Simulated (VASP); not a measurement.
Write the native input for VASP 6.6.1 that does the following.

```yaml
Task: relaxation of cell and atoms
Functional: BLYP
Dispersion: D3(BJ)
Potentials_or_basis: VASP PAW PBE potentials, release 64 (Hf_pv, N)
Cutoff: 600 eV
k_mesh: 11 × 11 × 11
Occupations: methfessel-paxton, width 0.1 eV
Spin: no spin polarisation
Dipole_correction: no
Further_INCAR_settings: ALGO = Normal; EDIFF = 1e-06; IBRION = 2; EDIFFG = -0.01; NSW = 80; ISIF = 3
```

The structure of HfN lies in POSCAR:

```
HfN
1.0
    0.0000000000      2.4548220000      2.4548220000
    2.4548220000      0.0000000000      2.4548220000
    2.4548220000      2.4548220000      0.0000000000
Hf N
1 1
Direct
    0.0000000000      0.0000000000      0.0000000000
    0.7500000000      0.7500000000      0.7500000000
```

The input as run:

INCAR

```
PREC = Accurate
ENCUT = 600
EDIFF = 1E-6
ISMEAR = 1
SIGMA = 0.1
LREAL = False
LASPH = True
NELM = 80
ALGO = Normal
ISIF = 3
LWAVE = False
LCHARG = False
GGA = B5
ALDAX = 1.0
AGGAX = 1.0
AGGAC = 1.0
ALDAC = 0.0
IVDW = 12
VDW_S6 = 1.0
VDW_S8 = 2.6996
VDW_A1 = 0.4298
VDW_A2 = 4.2359
IBRION = 2
NSW = 80
EDIFFG = -0.01
```

KPOINTS

```
regular mesh
0
Gamma
  11 11 11
```

Potentials or basis: VASP PAW PBE potentials, release 64 (Hf_pv, N).

The run is started by

```bash
$ cat potpaw_PBE.64/Hf_pv/POTCAR potpaw_PBE.64/N/POTCAR > POTCAR
$ mpirun -np 1 vasp_std > vasp.out
```

Results of the run:

```json
{"Relaxed volume": "14.60 Å³/atom", "Relaxed cell": "a = 3.456 Å, b = 3.456 Å, c = 3.456 Å, α = 60.00°, β = 60.00°, γ = 60.00°", "Space group after relaxing (to 0.05 Å)": "F-43m (No. 216)", "Energy gained by relaxing": "1.6 meV/atom", "Ionic steps": "3", "Pressure after relaxing": "0.0 GPa", "Dispersion energy per atom": "-0.712 eV"}
```

Caveat: the PAW data sets were made with another functional, which shifts forces and pressure a little; pairwise dispersion overbinds metals, which lowers pressure and volume.

Wall time 68 s on 1 thread of Intel(R) Xeon(R) Platinum 8375C CPU @ 2.90GHz (Ice Lake), with other jobs on the host, peak memory 0.19 GiB.
